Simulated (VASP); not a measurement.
InSb3, 4 atoms in the cell. The structure is cubic, space group Fm-3m (No. 225). Conventional cell: a = 7.664 Å, b = 7.664 Å, c = 7.664 Å, α = 90.00°, β = 90.00°, γ = 90.00°. Within 4.4 Å of Sb (site symmetry m-3m) lie 8 Sb at 3.32 Å and 6 In at 3.83 Å. Within 4.4 Å of Sb (site symmetry -43m) lie 10 Sb at 3.32 to 3.83 Å and 4 In at 3.32 Å. In (site symmetry m-3m) has 14 Sb at 3.32 to 3.83 Å within 4.4 Å. 

```yaml
Program: VASP 6.6.1
Task: single point
Functional: PBEsol
Potentials_or_basis: VASP PAW PBE potentials, release 64 (Sb, In_d)
Cutoff: 520 eV
k_mesh: 8 × 8 × 8
Occupations: gaussian, width 0.02 eV
Spin: no spin polarisation
Dipole_correction: no
Further_INCAR_settings: ALGO = Normal; EDIFF = 1e-06; NBANDS = 22
```

Potentials or basis: VASP PAW PBE potentials, release 64 (Sb, In_d).

Run with:

```console
$ cat potpaw_PBE.64/Sb/POTCAR potpaw_PBE.64/In_d/POTCAR > POTCAR
$ mpirun -np 1 vasp_std > vasp.out
```

Hardware: 1 thread of Intel(R) Xeon(R) Platinum 8559C (Emerald Rapids), on a shared host.

Estimate the wall time of this run.

Wall time 31 s on 1 thread of Intel(R) Xeon(R) Platinum 8559C (Emerald Rapids) (shared host), peak memory 0.26 GiB. Counts: scf iterations 11, k points 29.
